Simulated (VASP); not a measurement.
Ta3H: single point with LDA

Slab: Ta3H, a slab with vacuum.

```
Ta H
1.0
     4.60022    0.00000    0.00000
    -2.30011    3.98391    0.00000
     0.00000    0.00000   22.40177
Ta H
6 2
Direct
  0.66667 0.33333 0.17856
  0.33333 0.66667 0.22047
  0.00000 0.00000 0.26239
  0.66667 0.33333 0.30168
  0.33333 0.66667 0.33854
  0.00000 0.00000 0.37505
  0.20497 0.66667 0.50897
  0.46170 0.66667 0.50897
```

```json
{
  "Program": "VASP 6.6.1",
  "Task": "single point",
  "Functional": "LDA",
  "Potentials or basis": "VASP PAW LDA potentials, release 64 (Ta_pv, H)",
  "Cutoff": "520 eV",
  "k mesh": "6 × 6 × 1",
  "Occupations": "gaussian, width 0.1 eV",
  "Spin": "no spin polarisation",
  "Dipole correction": "yes",
  "Further INCAR settings": "ALGO = Normal; EDIFF = 1e-06; NBANDS = 44"
}
```

```yaml
Largest_force: 4.229 eV/Å
```

Forces on the atoms (eV/Å):
```
Ta   0.000  0.010  2.049
Ta   0.000  0.005 -0.271
Ta   0.000 -0.009 -2.024
Ta   0.000  0.006  0.102
Ta   0.000  0.015  0.068
Ta   0.000 -0.023  0.178
H    4.229 -0.001 -0.051
H   -4.229 -0.001 -0.051
```

Levels at points of the mesh, in eV from the Fermi level:
```
           k point  band 32  band 33  band 34  band 35  band 36  band 37
(0.00, 0.00, 0.00)    -0.93    -0.32    -0.32     0.18     0.26     0.26
(0.50, 0.00, 0.00)    -0.96    -0.49    -0.27     0.11     0.33     0.90
(0.00, 0.50, 0.00)    -0.96    -0.48    -0.27     0.22     0.33     0.99
```

Wall time 4.5 min on 1 thread of Intel(R) Xeon(R) 6975P-C (Granite Rapids) (shared host), peak memory 0.47 GiB.

Caveat: spin-orbit coupling is left out, which moves the levels of the heavy elements.
